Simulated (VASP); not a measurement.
# Be2CdS2 (P-6m2) in VASP: a series of runs

The runs below take Be2CdS2 through single point, with PBE.

Everything below comes from runs of VASP 6.6.1. Logs are shortened: lines on timing, memory, paths and dates and some standing lists are left out, and cuts for length are marked.

**1. The cell of the first run**

Symmetry: P-6m2, No. 187, hexagonal system. The conventional cell has a = 4.176 Å, b = 4.176 Å, c = 6.184 Å, α = 90.00°, β = 90.00°, γ = 120.00°. Be (site symmetry 3m) has 1 Be at 2.09 Å and 3 S at 2.63 Å within 2.8 Å. Within 3.2 Å of Cd (site symmetry -6m2) lie 5 S at 2.41 to 3.09 Å and 6 Be at 3.16 Å. Within 3.5 Å of S (site symmetry -6m2) lie 6 Be at 2.63 Å and 2 Cd at 3.09 Å. S (site symmetry -6m2) has 3 Cd at 2.41 Å and 6 Be at 3.16 Å within 3.2 Å.

**2. Single point, PBE**

The input, INCAR:

```
SYSTEM = Be2CdS2
PREC = Accurate ; ENCUT = 520
EDIFF = 1E-6 ; ISMEAR = 0
SIGMA = 0.1 ; LREAL = .FALSE.
LASPH = .TRUE. ; NELM = 100
ALGO = Normal ; ISIF = 2
LWAVE = .FALSE. ; LCHARG = .TRUE.
GGA = PE ; LELF = .TRUE.
LVHAR = .TRUE. ; NBANDS = 22
```

The input, KPOINTS:

```
regular mesh
0
G
  6 6 4
  0 0 0
```

The input, POSCAR:

```
Be2CdS2
1.0
    4.1763643073      0.0000000030      0.0000000000
   -2.0881821562      3.6168375840      0.0000000000
    0.0000000000      0.0000000000      6.1837829494
Be Cd S
2 1 2
Direct
    0.6666666667      0.3333333333      0.1692540551
    0.6666666667      0.3333333333      0.8307459449
    0.0000000000      0.0000000000      0.5000000000
    0.0000000000      0.0000000000      0.0000000000
    0.3333333333      0.6666666667      0.5000000000
```

Potentials or basis: VASP PAW PBE potentials, release 64 (Be, Cd, S).

Command:

```bash
$ cat potpaw_PBE.64/Be/POTCAR potpaw_PBE.64/Cd/POTCAR potpaw_PBE.64/S/POTCAR > POTCAR
$ mpirun -np 1 vasp_std > vasp.out
```

OUTCAR:

```text
SYSTEM = Be2CdS2
   PREC = Accurate
   ENCUT = 520
   EDIFF = 1E-6
   ISMEAR = 0
   LREAL = .FALSE.
   LASPH = .TRUE.
   NELM = 100
   ISIF = 2
   GGA = PE

 ion  position               nearest neighbor table
   1  0.667  0.333  0.169-   2 2.09
   2  0.667  0.333  0.831-   1 2.09
   3  0.000  0.000  0.500-   5 2.41   5 2.41   5 2.41   4 3.09   4 3.09
   4  0.000  0.000  0.000-   3 3.09   3 3.09
   5  0.333  0.667  0.500-   3 2.41   3 2.41   3 2.41

  LATTYP: Found a hexagonal cell.
 ALAT       =     4.1763643073
 C/A-ratio  =     1.4806617657

  Lattice vectors:

 A1 = (   4.1763643073,   0.0000000030,   0.0000000000)
 A2 = (  -2.0881821562,   3.6168375840,   0.0000000000)
 A3 = (   0.0000000000,   0.0000000000,   6.1837829494)

Analysis of symmetry for initial positions (statically):
=====================================================================
 Subroutine PRICEL returns:
 Original cell was already a primitive cell.

 Routine SETGRP: Setting up the symmetry group for a
 hexagonal supercell.

 Subroutine GETGRP returns: Found 12 space group operations
 (whereof 12 operations were pure point group operations)
 out of a pool of 24 trial point group operations.

The static configuration has the point symmetry D_3h.

Analysis of symmetry for dynamics (positions and initial velocities):
=====================================================================
 Subroutine PRICEL returns:
 Original cell was already a primitive cell.

 Routine SETGRP: Setting up the symmetry group for a
 hexagonal supercell.

 Subroutine GETGRP returns: Found 12 space group operations
 (whereof 12 operations were pure point group operations)
 out of a pool of 24 trial point group operations.

The dynamic configuration has the point symmetry D_3h.

 Subroutine INISYM returns: Found 12 space group operations
 (whereof 12 operations are pure point group operations),
 and found     1 'primitive' translations

----------------------------------------------------------------------------------------

                                     Primitive cell

  volume of cell :      93.4075

  direct lattice vectors                    reciprocal lattice vectors
     4.176364307  0.000000003  0.000000000     0.239442713  0.138242315  0.000000000
    -2.088182156  3.616837584  0.000000000    -0.000000000  0.276484630  0.000000000
     0.000000000  0.000000000  6.183782949     0.000000000  0.000000000  0.161713309

  length of vectors
     4.176364307  4.176364307  6.183782949     0.276484630  0.276484630  0.161713309

  position of ions in fractional coordinates (direct lattice)
     0.666666667  0.333333333  0.169254055
     0.666666667  0.333333333  0.830745945
     0.000000000  0.000000000  0.500000000
     0.000000000  0.000000000  0.000000000
     0.333333333  0.666666667  0.500000000

  ion indices of the primitive-cell ions
   primitive index   ion index
                 1           1
                 2           2
                 3           3
                 4           4
                 5           5

----------------------------------------------------------------------------------------

 KPOINTS: regular mesh

Automatic generation of k-mesh.
 Grid dimensions read from file:
 generate k-points for:    6    6    4

 Generating k-lattice:

  Cartesian coordinates                     Fractional coordinates (reciprocal lattice)
     0.039907119  0.023040386  0.000000000     0.166666667  0.000000000  0.000000000
    -0.000000000  0.046080772  0.000000000     0.000000000  0.166666667  0.000000000
     0.000000000  0.000000000  0.040428327     0.000000000  0.000000000  0.250000000

  Length of vectors
     0.046080772  0.046080772  0.040428327

  Shift w.r.t. Gamma in fractional coordinates (k-lattice)
     0.000000000  0.000000000  0.000000000

 Subroutine IBZKPT returns following result:
 ===========================================

 Found     21 irreducible k-points:

 Following reciprocal coordinates:
            Coordinates               Weight
  0.000000  0.000000  0.000000      1.000000
  0.166667  0.000000  0.000000      6.000000
  0.333333  0.000000  0.000000      6.000000
  0.500000  0.000000  0.000000      3.000000
  0.166667  0.166667  0.000000      6.000000
  0.333333  0.166667  0.000000     12.000000
[... 13 lines left out ...]
  0.333333  0.166667  0.500000     12.000000
  0.333333  0.333333  0.500000      2.000000
   k-points           NKPTS =     21   k-points in BZ     NKDIM =     21   number of bands    NBANDS=     22
   number of dos      NEDOS =    301   number of ions     NIONS =      5
   total plane-waves  NPLWV =  49152
   dimension x,y,z NGX =    32 NGY =   32 NGZ =   48
   dimension x,y,z NGXF=    64 NGYF=   64 NGZF=   96
   ions per type =               2   1   2
   NGX,Y,Z   is equivalent  to a cutoff of  12.74, 12.74, 12.90 a.u.
   NGXF,Y,Z  is equivalent  to a cutoff of  25.48, 25.48, 25.81 a.u.
 SYSTEM =  Be2CdS2
   PREC   = accura    normal or accurate (medium, high low for compatibility)
   ISTART =      0    job   : 0-new  1-cont  2-samecut
   ICHARG =      2    charge: 1-file 2-atom 10-const
   ISPIN  =      1    spin polarized calculation?
   LNONCOLLINEAR =      F non collinear calculations
   LSORBIT =      F    spin-orbit coupling
   LASPH  =      T    aspherical Exc in radial PAW
   ENCUT  =  520.0 eV  38.22 Ry    6.18 a.u.   7.77  7.77 11.50*2*pi/ulx,y,z
   NELM   =    100;   NELMIN=  2; NELMDL= -5     # of ELM steps
   EDIFF  = 0.1E-05   stopping-criterion for ELM
   LREAL  =      F    real-space projection
   EDIFFG = 0.1E-04   stopping-criterion for IOM
   NSW    =      0    number of steps for IOM
   IBRION =     -1    ionic relax: 0-MD 1-quasi-New 2-CG
   NFREE  =      0    steps in history (QN), initial steepest desc. (CG)
   ISIF   =      2    stress and relaxation
   ISYM   =      2    0-nonsym 1-usesym 2-fastsym
   POTIM  = 0.5000    time-step for ionic-motion
   TEBEG  =    0.0;   TEEND  =   0.0 temperature during run
   PSTRESS=    0.0 pullay stress
   NELECT =      28.0000    total number of electrons
   NUPDOWN=      -1.0000    fix difference up-down
   EMIN   =  10.00;   EMAX   =-10.00  energy-range for DOS
   EFERMI =   0.00;   METHOD = LEGACY
   ISMEAR =     0;   SIGMA  =   0.10  broadening in eV -4-tet -1-fermi 0-gaus
   EFERMI_NEDOS =   21; number of points for ismear=-14 and -15
   IALGO  =     38    algorithm
   IMIX   =      4    mixing-type and parameters
     AMIX     =   0.40;   BMIX     =  1.00
     AMIX_MAG =   1.60;   BMIX_MAG =  1.00
  volume/ion in A,a.u.               =      18.68       126.07
  Fermi-wavevector in a.u.,A,eV,Ry     =   1.095638  2.070455 16.332732  1.200422
  Thomas-Fermi vector in A             =   2.231965
   LORBIT       =      0    0 simple, 1 ext, 2 COOP (PROOUT), +10 PAW based schemes
   GGA     = PE    functional components
   LHFCALC =     F    Hartree Fock is set to
   AEXX    =    0.0000 exact exchange contribution
   IVDW    =     0    specifies the selected vdW correction
   LEPSILON=     F    determine dielectric tensor
   LRPA    =     F    only Hartree local field effects (RPA)
 non-spin polarized calculation
 Gauss-broadening in eV      SIGMA  =   0.10
  energy-cutoff  :      520.00
  volume of cell :       93.41
 maximum number of plane-waves:      2544
 NGX is ok and might be reduce to    32
   NGX = 15   NGY = 15   NGZ = 23

 number of electron      27.9999997 magnetization

 Free energy of the ion-electron system (eV)
  ---------------------------------------------------
  ext. energy  EPLUGINS =         0.00000000
  ---------------------------------------------------
  free energy    TOTEN  =       -13.50470631 eV

  energy without entropy =      -13.47598973  energy(sigma->0) =      -13.49034802

 E-fermi :   4.1538     XC(G=0):  -9.4927

 val. band max:        4.1517085041   @ k =   0.3333   0.3333   0.2500
 cond. band min:       4.1600577698   @ k =   0.3333   0.0000   0.2500
 fundamental gap:      0.0083492657
 Fermi energy:         4.1537623638

 k-point     1 :       0.0000    0.0000    0.0000
  band No.  band energies     occupation
      1     -10.4021      2.00000
      2      -9.4269      2.00000
      3      -5.7677      2.00000
      4      -5.7677      2.00000
      5      -5.0353      2.00000
      6      -5.0353      2.00000
[... 14 lines left out ...]
     21       8.3615      0.00000
     22       8.9183      0.00000

 k-point     2 :       0.1667    0.0000    0.0000
  band No.  band energies     occupation
      1     -10.2752      2.00000
      2      -9.3588      2.00000
      3      -5.7283      2.00000
      4      -5.6782      2.00000
      5      -5.0936      2.00000
      6      -5.0428      2.00000
[... 14 lines left out ...]
     21       8.6303      0.00000
     22       9.6837      0.00000

 k-point     3 :       0.3333    0.0000    0.0000
  band No.  band energies     occupation
      1      -9.9993      2.00000
      2      -9.2238      2.00000
      3      -5.5231      2.00000
      4      -5.4816      2.00000
      5      -5.1950      2.00000
      6      -5.0578      2.00000
[... 14 lines left out ...]
     21       8.6724      0.00000
     22      11.4150      0.00000
[... 401 lines left out ...]
 k-point    20 :       0.3333    0.1667    0.5000
  band No.  band energies     occupation
      1      -9.8276      2.00000
      2      -9.1346      2.00000
      3      -5.4582      2.00000
      4      -5.3071      2.00000
      5      -5.2424      2.00000
      6      -5.1014      2.00000
[... 14 lines left out ...]
     21       9.2485      0.00000
     22       9.4536      0.00000

 k-point    21 :       0.3333    0.3333    0.5000
  band No.  band energies     occupation
      1      -9.7718      2.00000
      2      -9.0746      2.00000
      3      -5.3500      2.00000
      4      -5.3490      2.00000
      5      -5.2261      2.00000
      6      -5.1488      2.00000
[... 14 lines left out ...]
     21       9.9604      0.00000
     22      10.2224      0.00000

------------------------ aborting loop because EDIFF is reached ----------------------------------------

  FORCE on cell =-STRESS in cart. coord.  units (eV):
  Direction    XX          YY          ZZ          XY          YZ          ZX
  --------------------------------------------------------------------------------------
  -------------------------------------------------------------------------------------
  Total        0.2446297      0.2446297     -0.0318049      0.0000000      0.0000000      0.0000000
  in kB        4.1960257      4.1960257     -0.5455362      0.0000000      0.0000000      0.0000000
  external PRESSURE =       2.6155051 kB  Pullay stress =       0.0000000 kB

 VOLUME and BASIS-vectors are now :
 -----------------------------------------------------------------------------
  energy-cutoff  :      520.00
  volume of cell :       93.41
      direct lattice vectors                 reciprocal lattice vectors
     4.176364307  0.000000003  0.000000000     0.239442713  0.138242315  0.000000000
    -2.088182156  3.616837584  0.000000000    -0.000000000  0.276484630  0.000000000
     0.000000000  0.000000000  6.183782949     0.000000000  0.000000000  0.161713309

 POSITION                                       TOTAL-FORCE (eV/Angst)
 -----------------------------------------------------------------------------------
      2.08818      1.20561      1.04663         0.000000     -0.000000      0.033167
      2.08818      1.20561      5.13715         0.000000     -0.000000     -0.033167
      0.00000      0.00000      3.09189         0.000000     -0.000000      0.000000
      0.00000      0.00000      0.00000         0.000000     -0.000000      0.000000
     -0.00000      2.41123      3.09189        -0.000000      0.000000      0.000000
 -----------------------------------------------------------------------------------
    total drift:                               -0.000001      0.000000     -0.000000

  FREE ENERGIE OF THE ION-ELECTRON SYSTEM (eV)
  ---------------------------------------------------
  free  energy   TOTEN  =       -13.5047063055 eV

  energy  without entropy=      -13.4759897335  energy(sigma->0) =      -13.49034802
```

Run time: 42 s. Hardware: 1 thread of AMD EPYC 7R43 (Zen 3), shared host; peak memory 0.19 GiB.

Results:

| Item | Value |
| --- | --- |
| Free energy | -13.5047 eV |
| Pressure | 0.3 GPa |
| Largest force | 0.033 eV/Å |
| Band gap on the k mesh | zero (band 14 reaches 5.12 eV, above the bottom of band 15 at 2.69 eV) |

Forces in eV/Å, atoms in the order of the input:
```
Be   0.000  0.000  0.033
Be   0.000  0.000 -0.033
Cd   0.000  0.000  0.000
S    0.000  0.000  0.000
S    0.000  0.000  0.000
```

Stress tensor (GPa, compression positive):
```
 0.42  0.00  0.00
 0.00  0.42  0.00
 0.00  0.00 -0.05
```

**3. Single point, PBE**

This run uses another cell than the first one, of 19.42 Å³/atom, 1.039 times its volume.

The input, INCAR:

```
SYSTEM = Be2CdS2
PREC = Accurate
ENCUT = 520
EDIFF = 1E-6
ISMEAR = 0
SIGMA = 0.1
LREAL = .FALSE.
LASPH = .TRUE.
NELM = 60
ALGO = Normal
ISIF = 2
LWAVE = .FALSE.
LCHARG = .FALSE.
GGA = PE
NBANDS = 22
```

KPOINTS is that of step 2.

The input, POSCAR:

```
Be2CdS2
1.0
    4.0092005700      0.0000000000      0.0000000000
   -2.0046002900      3.4720695400      0.0000000000
    0.0000000000      0.0000000000      6.9749277600
Be Cd S
2 1 2
Direct
    0.6666666700      0.3333333300      0.2264030000
    0.6666666700      0.3333333300      0.7735970000
    0.0000000000      0.0000000000      0.5000000000
    0.0000000000      0.0000000000      0.0000000000
    0.3333333300      0.6666666700      0.5000000000
```

Potentials or basis: VASP PAW PBE potentials, release 64 (Be, Cd, S).

Command:

```bash
$ cat potpaw_PBE.64/Be/POTCAR potpaw_PBE.64/Cd/POTCAR potpaw_PBE.64/S/POTCAR > POTCAR
$ mpirun -np 1 vasp_std > vasp.out
```

It took 53 s on 1 thread of AMD EPYC 7R43 (Zen 3), shared host; peak memory 0.19 GiB.

Results (log left out):

- Free energy: -12.5223 eV
- Pressure: 1.1 GPa
- Largest force: 1.419 eV/Å
- Band gap on the k mesh: zero (band 14 reaches 3.98 eV, above the bottom of band 15 at 3.07 eV)

Forces in eV/Å, atoms in the order of the input:
```
Be   0.000  0.000 -1.419
Be   0.000  0.000  1.419
Cd   0.000  0.000  0.000
S    0.000  0.000  0.000
S    0.000  0.000  0.000
```

Stress tensor (GPa, compression positive):
```
 5.79  0.00  0.00
 0.00  5.79  0.00
 0.00  0.00 -8.36
```

Levels at points of the mesh, in eV from the Fermi level:
```csv
k point,band 11,band 12,band 13,band 14,band 15,band 16,band 17,band 18
"(0.00, 0.00, 0.00)",-2.39,-2.39,-1.78,-1.78,0.35,2.47,2.47,2.72
"(0.50, 0.00, 0.00)",-4.29,-3.16,-2.34,-0.31,-0.21,1.25,2.54,2.69
"(0.00, 0.00, 0.50)",-2.37,-1.77,-1.77,-0.94,0.25,2.29,2.29,2.48
"(0.50, 0.00, 0.50)",-3.43,-2.89,-2.47,-0.85,-0.69,2.04,2.51,2.91
```

Caveat: forces of over 1 eV/Å act on the atoms, so gaps and moduli don't describe the material at rest.
